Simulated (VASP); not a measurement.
# AlP (F-43m) in VASP: notebook

AlP is run at these levels: PBE, r2SCAN, HSE06; tasks: single point.

Everything below comes from runs of VASP 6.6.1. Logs are shortened: lines on timing, memory, paths and dates and some standing lists are left out, and cuts for length are marked.

### 1 The cell of the first run

It takes space group F-43m (No. 216, cubic). Conventional cell: a = 5.479 Å, b = 5.479 Å, c = 5.479 Å, α = 90.00°, β = 90.00°, γ = 90.00°. Al (site symmetry -43m) has 4 P at 2.37 Å within 3.1 Å. P (site symmetry -43m) has 4 Al at 2.37 Å within 3.1 Å.

### 2 Single point, PBE

Contents of INCAR:

```
SYSTEM = AlP
ALGO = Normal ; EDIFF = 1E-6
ENCUT = 500 ; GGA = PE
GGA_COMPAT = .False. ; ISIF = 2
ISMEAR = -1 ; LASPH = .True.
LCHARG = .True. ; LELF = .True.
LREAL = .False. ; LVHAR = .True.
LWAVE = .False. ; NBANDS = 11
NELM = 120 ; PREC = Accurate
SIGMA = 0.02
```

Contents of KPOINTS:

```
k-points
0
Gamma
  8 8 8
  0 0 0
```

Contents of POSCAR:

```
AlP
1.0
    0.0000000000      2.7392572066      2.7392572066
    2.7392572066      0.0000000000      2.7392572066
    2.7392572066      2.7392572066      0.0000000000
Al P
1 1
Direct
    0.0000000000      0.0000000000      0.0000000000
    0.2500000000      0.2500000000      0.2500000000
```

Potentials or basis: VASP PAW PBE potentials, release 64 (Al, P).

Command:

```
> cat potpaw_PBE.64/Al/POTCAR potpaw_PBE.64/P/POTCAR > POTCAR
> mpirun -np 1 vasp_std > vasp.out
```

OUTCAR:

```text
SYSTEM = AlP
   EDIFF = 1E-6
   ENCUT = 500
   GGA = PE
   ISIF = 2
   ISMEAR = -1
   LASPH = .True.
   LREAL = .False.
   NELM = 120
   PREC = Accurate

 ion  position               nearest neighbor table
   1  0.000  0.000  0.000-   2 2.37   2 2.37   2 2.37   2 2.37
   2  0.250  0.250  0.250-   1 2.37   1 2.37   1 2.37   1 2.37

  LATTYP: Found a face centered cubic cell.
 ALAT       =     5.4785144132

  Lattice vectors:

 A1 = (   0.0000000000,   2.7392572066,   2.7392572066)
 A2 = (   2.7392572066,   0.0000000000,   2.7392572066)
 A3 = (   2.7392572066,   2.7392572066,   0.0000000000)

Analysis of symmetry for initial positions (statically):
=====================================================================
 Subroutine PRICEL returns:
 Original cell was already a primitive cell.

 Routine SETGRP: Setting up the symmetry group for a
 face centered cubic supercell.

 Subroutine GETGRP returns: Found 24 space group operations
 (whereof 24 operations were pure point group operations)
 out of a pool of 48 trial point group operations.

The static configuration has the point symmetry T_d .

Analysis of symmetry for dynamics (positions and initial velocities):
=====================================================================
 Subroutine PRICEL returns:
 Original cell was already a primitive cell.

 Routine SETGRP: Setting up the symmetry group for a
 face centered cubic supercell.

 Subroutine GETGRP returns: Found 24 space group operations
 (whereof 24 operations were pure point group operations)
 out of a pool of 48 trial point group operations.

The dynamic configuration has the point symmetry T_d .

 Subroutine INISYM returns: Found 24 space group operations
 (whereof 24 operations are pure point group operations),
 and found     1 'primitive' translations

----------------------------------------------------------------------------------------

                                     Primitive cell

  volume of cell :      41.1082

  direct lattice vectors                    reciprocal lattice vectors
     0.000000000  2.739257207  2.739257207    -0.182531235  0.182531235  0.182531235
     2.739257207  0.000000000  2.739257207     0.182531235 -0.182531235  0.182531235
     2.739257207  2.739257207  0.000000000     0.182531235  0.182531235 -0.182531235

  length of vectors
     3.873894692  3.873894692  3.873894692     0.316153372  0.316153372  0.316153372

  position of ions in fractional coordinates (direct lattice)
     0.000000000  0.000000000  0.000000000
     0.250000000  0.250000000  0.250000000

  ion indices of the primitive-cell ions
   primitive index   ion index
                 1           1
                 2           2

----------------------------------------------------------------------------------------

 KPOINTS: k-points

Automatic generation of k-mesh.
 Grid dimensions read from file:
 generate k-points for:    8    8    8

 Generating k-lattice:

  Cartesian coordinates                     Fractional coordinates (reciprocal lattice)
    -0.022816404  0.022816404  0.022816404     0.125000000  0.000000000  0.000000000
     0.022816404 -0.022816404  0.022816404     0.000000000  0.125000000  0.000000000
     0.022816404  0.022816404 -0.022816404     0.000000000  0.000000000  0.125000000

  Length of vectors
     0.039519172  0.039519172  0.039519172

  Shift w.r.t. Gamma in fractional coordinates (k-lattice)
     0.000000000  0.000000000  0.000000000

 Subroutine IBZKPT returns following result:
 ===========================================

 Found     29 irreducible k-points:

 Following reciprocal coordinates:
            Coordinates               Weight
  0.000000  0.000000  0.000000      1.000000
  0.125000  0.000000  0.000000      8.000000
  0.250000  0.000000  0.000000      8.000000
  0.375000  0.000000  0.000000      8.000000
  0.500000  0.000000  0.000000      4.000000
  0.125000  0.125000  0.000000      6.000000
[... 16 lines left out ...]
  0.500000  0.250000  0.125000     48.000000
 -0.375000  0.250000  0.125000     24.000000
 [... further k-points ...]
   k-points           NKPTS =     29   k-points in BZ     NKDIM =     29   number of bands    NBANDS=     11
   number of dos      NEDOS =    301   number of ions     NIONS =      2
   total plane-waves  NPLWV =  21952
   dimension x,y,z NGX =    28 NGY =   28 NGZ =   28
   dimension x,y,z NGXF=    56 NGYF=   56 NGZF=   56
   ions per type =               1   1
   NGX,Y,Z   is equivalent  to a cutoff of  12.02, 12.02, 12.02 a.u.
   NGXF,Y,Z  is equivalent  to a cutoff of  24.03, 24.03, 24.03 a.u.
 SYSTEM =  AlP
   PREC   = accura    normal or accurate (medium, high low for compatibility)
   ISTART =      0    job   : 0-new  1-cont  2-samecut
   ICHARG =      2    charge: 1-file 2-atom 10-const
   ISPIN  =      1    spin polarized calculation?
   LNONCOLLINEAR =      F non collinear calculations
   LSORBIT =      F    spin-orbit coupling
   LASPH  =      T    aspherical Exc in radial PAW
   ENCUT  =  500.0 eV  36.75 Ry    6.06 a.u.   7.06  7.06  7.06*2*pi/ulx,y,z
   NELM   =    120;   NELMIN=  2; NELMDL= -5     # of ELM steps
   EDIFF  = 0.1E-05   stopping-criterion for ELM
   LREAL  =      F    real-space projection
   EDIFFG = 0.1E-04   stopping-criterion for IOM
   NSW    =      0    number of steps for IOM
   IBRION =     -1    ionic relax: 0-MD 1-quasi-New 2-CG
   NFREE  =      0    steps in history (QN), initial steepest desc. (CG)
   ISIF   =      2    stress and relaxation
   ISYM   =      2    0-nonsym 1-usesym 2-fastsym
   POTIM  = 0.5000    time-step for ionic-motion
   TEBEG  =    0.0;   TEEND  =   0.0 temperature during run
   PSTRESS=    0.0 pullay stress
   NELECT =       8.0000    total number of electrons
   NUPDOWN=      -1.0000    fix difference up-down
   EMIN   =  10.00;   EMAX   =-10.00  energy-range for DOS
   EFERMI =   0.00;   METHOD = LEGACY
   ISMEAR =    -1;   SIGMA  =   0.02  broadening in eV -4-tet -1-fermi 0-gaus
   EFERMI_NEDOS =   21; number of points for ismear=-14 and -15
   IALGO  =     38    algorithm
   IMIX   =      4    mixing-type and parameters
     AMIX     =   0.40;   BMIX     =  1.00
     AMIX_MAG =   1.60;   BMIX_MAG =  1.00
  volume/ion in A,a.u.               =      20.55       138.71
  Fermi-wavevector in a.u.,A,eV,Ry     =   0.948700  1.792782 12.245662  0.900031
  Thomas-Fermi vector in A             =   2.076913
   LORBIT       =      0    0 simple, 1 ext, 2 COOP (PROOUT), +10 PAW based schemes
   GGA     = PE    functional components
   LHFCALC =     F    Hartree Fock is set to
   AEXX    =    0.0000 exact exchange contribution
   IVDW    =     0    specifies the selected vdW correction
   LEPSILON=     F    determine dielectric tensor
   LRPA    =     F    only Hartree local field effects (RPA)
 non-spin polarized calculation
  energy-cutoff  :      500.00
  volume of cell :       41.11
 maximum number of plane-waves:      1056
   NGX = 15   NGY = 15   NGZ = 15

 number of electron       8.0000001 magnetization

 Free energy of the ion-electron system (eV)
  ---------------------------------------------------
  ext. energy  EPLUGINS =         0.00000000
  ---------------------------------------------------
  free energy    TOTEN  =       -10.37431300 eV

  energy without entropy =      -10.37431300  energy(sigma->0) =      -10.37431300

 E-fermi :   4.9098     XC(G=0):  -9.1694

 val. band max:        4.4878121735   @ k =   0.0000   0.0000   0.0000
 cond. band min:       6.0871919027   @ k =   0.5000   0.5000   0.0000
 fundamental gap:      1.5993797291
 Fermi energy:         4.9097712799

 k-point     1 :       0.0000    0.0000    0.0000
  band No.  band energies     occupation
      1      -6.9595      2.00000
      2       4.4878      2.00000
      3       4.4878      2.00000
      4       4.4878      2.00000
      5       7.7068      0.00000
      6       9.0352      0.00000
      7       9.0352      0.00000
      8       9.0352      0.00000
      9      13.3111      0.00000
     10      13.3111      0.00000
     11      14.7080      0.00000

 k-point     2 :       0.1250    0.0000    0.0000
  band No.  band energies     occupation
      1      -6.7892      2.00000
      2       3.2683      2.00000
      3       4.3410      2.00000
      4       4.3410      2.00000
      5       8.1420      0.00000
      6       9.3160      0.00000
      7       9.3160      0.00000
      8       9.5393      0.00000
      9      12.8268      0.00000
     10      12.8268      0.00000
     11      15.3499      0.00000

 k-point     3 :       0.2500    0.0000    0.0000
  band No.  band energies     occupation
      1      -6.3102      2.00000
      2       1.3329      2.00000
      3       4.0491      2.00000
      4       4.0491      2.00000
      5       7.7752      0.00000
      6       9.6235      0.00000
      7       9.6235      0.00000
      8      11.3592      0.00000
      9      12.8024      0.00000
     10      12.8024      0.00000
     11      14.8242      0.00000

 k-point     4 :       0.3750    0.0000    0.0000
  band No.  band energies     occupation
      1      -5.6680      2.00000
      2      -0.2922      2.00000
      3       3.8153      2.00000
      4       3.8153      2.00000
      5       7.4006      0.00000
      6       9.4439      0.00000
      7       9.4439      0.00000
      8      12.6162      0.00000
      9      14.1792      0.00000
     10      14.1792      0.00000
     11      15.0646      0.00000
[... 239 lines left out ...]
 k-point    22 :       0.3750    0.2500    0.1250
  band No.  band energies     occupation
      1      -5.9049      2.00000
      2       1.0055      2.00000
      3       2.6135      2.00000
      4       3.5829      2.00000
      5       8.3347      0.00000
      6       9.2850      0.00000
      7       9.9238      0.00000
      8      11.2687      0.00000
      9      12.8041      0.00000
     10      15.2367      0.00000
     11      17.3366      0.00000

 k-point    23 :       0.5000    0.2500    0.1250
  band No.  band energies     occupation
      1      -5.3174      2.00000
      2      -0.0924      2.00000
      3       2.0518      2.00000
      4       3.2049      2.00000
      5       8.4325      0.00000
      6       9.2680      0.00000
      7      10.5020      0.00000
      8      11.5692      0.00000
      9      13.9280      0.00000
     10      15.7784      0.00000
     11      17.2660      0.00000

 k-point    24 :      -0.3750    0.2500    0.1250
  band No.  band energies     occupation
      1      -4.9970      2.00000
      2      -0.6431      2.00000
      3       1.9171      2.00000
      4       3.0203      2.00000
      5       8.4279      0.00000
      6       9.0083      0.00000
      7      11.3473      0.00000
      8      12.1618      0.00000
      9      13.4449      0.00000
     10      15.9133      0.00000
     11      17.1581      0.00000

 [... further k-points ...]
[... 5 lines left out ...]
  --------------------------------------------------------------------------------------
  -------------------------------------------------------------------------------------
  Total        0.3257771      0.3257771      0.3257771      0.0000000      0.0000000      0.0000000
  in kB       12.6970447     12.6970447     12.6970447      0.0000000      0.0000000      0.0000000
  external PRESSURE =      12.6970447 kB  Pullay stress =       0.0000000 kB

 VOLUME and BASIS-vectors are now :
 -----------------------------------------------------------------------------
  energy-cutoff  :      500.00
  volume of cell :       41.11
      direct lattice vectors                 reciprocal lattice vectors
     0.000000000  2.739257207  2.739257207    -0.182531235  0.182531235  0.182531235
     2.739257207  0.000000000  2.739257207     0.182531235 -0.182531235  0.182531235
     2.739257207  2.739257207  0.000000000     0.182531235  0.182531235 -0.182531235

 POSITION                                       TOTAL-FORCE (eV/Angst)
 -----------------------------------------------------------------------------------
      0.00000      0.00000      0.00000         0.000000      0.000000      0.000000
      1.36963      1.36963      1.36963        -0.000000     -0.000000     -0.000000
 -----------------------------------------------------------------------------------
    total drift:                               -0.000000     -0.000000      0.000000

  FREE ENERGIE OF THE ION-ELECTRON SYSTEM (eV)
  ---------------------------------------------------
  free  energy   TOTEN  =       -10.3743129971 eV

  energy  without entropy=      -10.3743129971  energy(sigma->0) =      -10.37431300
```

Run time: 11 s. Hardware: 1 thread of Intel Xeon 6975P-C, shared host; peak memory 0.15 GiB.

What came out:

| Property | Result |
| --- | --- |
| Free energy | -10.3743 eV |
| Pressure | 1.3 GPa |
| Band gap on the k mesh | 1.60 eV, indirect (least direct gap 3.22 eV) |

A k mesh can miss the band edges. Expect the measured gap to be larger: semilocal functionals such as PBE lack the derivative discontinuity.

### 3 Single point, r2SCAN

POSCAR is that of step 2.

Contents of INCAR.step1:

```
PREC = Accurate
ENCUT = 550
ISMEAR = 0
SIGMA = 0.01
LREAL = F
LASPH = T
NELM = 120
NBANDS = 11
GGA = PE
ALGO = Normal
EDIFF = 1E-5
LWAVE = T
LCHARG = F
GGA_COMPAT = F
```

Contents of INCAR.step2:

```
PREC = Accurate
ENCUT = 550
EDIFF = 1E-6
ISMEAR = 0
SIGMA = 0.01
LREAL = F
LASPH = T
NELM = 120
ALGO = Normal
ISIF = 2
LWAVE = F
LCHARG = F
METAGGA = R2SCAN
LMIXTAU = T
NBANDS = 11
ISTART = 1
GGA_COMPAT = F
```

Contents of KPOINTS:

```
Automatic mesh
0
Gamma
  8 8 8
```

Potentials or basis: VASP PAW PBE potentials, release 64 (Al, P).

Command:

```
> cat potpaw_PBE.64/Al/POTCAR potpaw_PBE.64/P/POTCAR > POTCAR
> cp INCAR.step1 INCAR
> mpirun -np 1 vasp_std > vasp.out
> cp INCAR.step2 INCAR
> mpirun -np 1 vasp_std > vasp.out
```

Wall time 59 s (1 thread of Intel Xeon 6975P-C, shared host); peak memory 0.17 GiB.

Results (log left out):

```
Free energy            : -17.2095 eV
Pressure               : -0.3 GPa
Band gap on the k mesh : 1.93 eV, indirect (least direct gap 3.91 eV)
```

Levels at points of the mesh, in eV from the valence-band top:
```tsv
k point	band 2	band 3	band 4	band 5	band 6	band 7
(0.00, 0.00, 0.00)	0.00	0.00	0.00	3.91	4.96	4.96
(0.50, 0.00, 0.00)	-5.63	-0.79	-0.79	3.29	5.22	5.22
(0.50, 0.50, 0.00)	-5.40	-2.16	-2.16	1.93	2.85	11.90
```

Caveat: the PAW data sets were made with another functional, which shifts forces and pressure a little. A k mesh can miss the band edges.

### 4 Single point, HSE06

POSCAR is that of step 3.

Contents of INCAR.step1:

```
PREC = Accurate ; ENCUT = 400
EDIFF = 1E-5 ; ISMEAR = 0
SIGMA = 0.01 ; LREAL = F
LASPH = T ; NELM = 120
ALGO = Normal ; ISIF = 2
LWAVE = T ; LCHARG = F
GGA = PE ; NBANDS = 11
GGA_COMPAT = F
```

Contents of INCAR.step2:

```
PREC = Accurate ; ENCUT = 400
EDIFF = 1E-6 ; ISMEAR = 0
SIGMA = 0.01 ; LREAL = F
LASPH = T ; NELM = 120
ALGO = Normal ; ISIF = 2
LWAVE = F ; LCHARG = F
GGA = PE ; LHFCALC = T
HFSCREEN = 0.2079 ; PRECFOCK = Normal
ISTART = 1 ; NBANDS = 11
GGA_COMPAT = F
```

Contents of KPOINTS:

```
Automatic mesh
0
Gamma
  6 6 6
```

Command:

```
> cat potpaw_PBE.64/Al/POTCAR potpaw_PBE.64/P/POTCAR > POTCAR
> cp INCAR.step1 INCAR
> mpirun -np 1 vasp_std > vasp.out
> cp INCAR.step2 INCAR
> mpirun -np 1 vasp_std > vasp.out
```

It took 8.2 min on 1 thread of Intel Xeon 6975P-C, shared host; peak memory 0.26 GiB.

Results (log left out):

```
Free energy            : -11.9983 eV
Pressure               : -0.4 GPa
Band gap on the k mesh : 2.29 eV, indirect (least direct gap 4.13 eV)
```

Levels at points of the mesh, in eV from the valence-band top:
```
           k point  band 1  band 2  band 3  band 4  band 5  band 6  band 7  band 8
(0.00, 0.00, 0.00)  -12.71    0.00    0.00    0.00    4.13    5.47    5.47    5.47
(0.50, 0.00, 0.00)  -10.87   -6.05   -0.84   -0.84    3.61    5.75    5.75    9.27
(0.50, 0.50, 0.00)  -10.15   -5.83   -2.30   -2.30    2.29    3.23   12.39   12.39
```

Caveat: the PAW data sets were made with another functional, which shifts forces and pressure a little.

### 5 Summary

```tsv
level	k mesh	cutoff (eV)	smearing	grid for exact exchange (PRECFOCK)	screening parameter	gap on the mesh (eV)	pressure (GPa)
PBE	8 × 8 × 8	500	fermi-dirac 0.02 eV	-	-	1.60	1.3
r2SCAN	8 × 8 × 8	550	gaussian 0.01 eV	-	-	1.93	-0.3
HSE06	6 × 6 × 6	400	gaussian 0.01 eV	Normal	0.2079 1/Å	2.29	-0.4
```

Alike in all rows: task single point; potentials or basis VASP PAW PBE potentials, release 64 (Al, P); no spin polarisation; cell as given.

On the cell as given the gap runs from 1.60 eV (PBE) to 2.29 eV (HSE06); the meshes differ, which moves gaps too. The pressure there spans -0.4 GPa (HSE06) to 1.3 GPa (PBE); a positive pressure means that this level wants a larger cell, a negative one a smaller.

Caveats: the PAW data sets were made with another functional, which shifts forces and pressure a little (some runs).

Total energies depend on the potentials used, so only differences within one code and one set of settings carry meaning.
